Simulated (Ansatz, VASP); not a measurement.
**One calculation of CoSi2, two programs**

```
Co Si
1.0
     0.00000    2.36372    2.36372
     2.36372    0.00000    2.36372
     2.36372    2.36372    0.00000
Co Si
1 2
Direct
  0.00000 0.00000 0.00000
  0.25000 0.25000 0.25000
  0.75000 0.75000 0.75000
```

Change from the starting cell: volume scaled by 0.72, LAPW.

Alike in both runs: task single point; functional LDA; k mesh 10 × 10 × 10; occupations fermi-dirac, width 0.1 eV; no spin polarisation.

|  | VASP | Ansatz |
| --- | --- | --- |
| version | VASP 6.6.1 | Ansatz 0.2.0 |
| potentials or method | VASP PAW LDA potentials, release 64 (Co, Si), cutoff 520 eV | all-electron LAPW, scalar-relativistic |

|  | VASP | Ansatz | Ansatz less VASP |
| --- | --- | --- | --- |
| pressure (GPa) | 137.4 | 135.2 | -2.24 |

LDA's correlation is that of Perdew and Zunger in VASP and of Perdew and Wang (1992) in Ansatz. Both programs put the cell under a high pressure, so it lies far from rest at this level. Ansatz ran all-electron here, and VASP with PAW potentials.

Noted on VASP's run: the cell as given lies far from equilibrium.
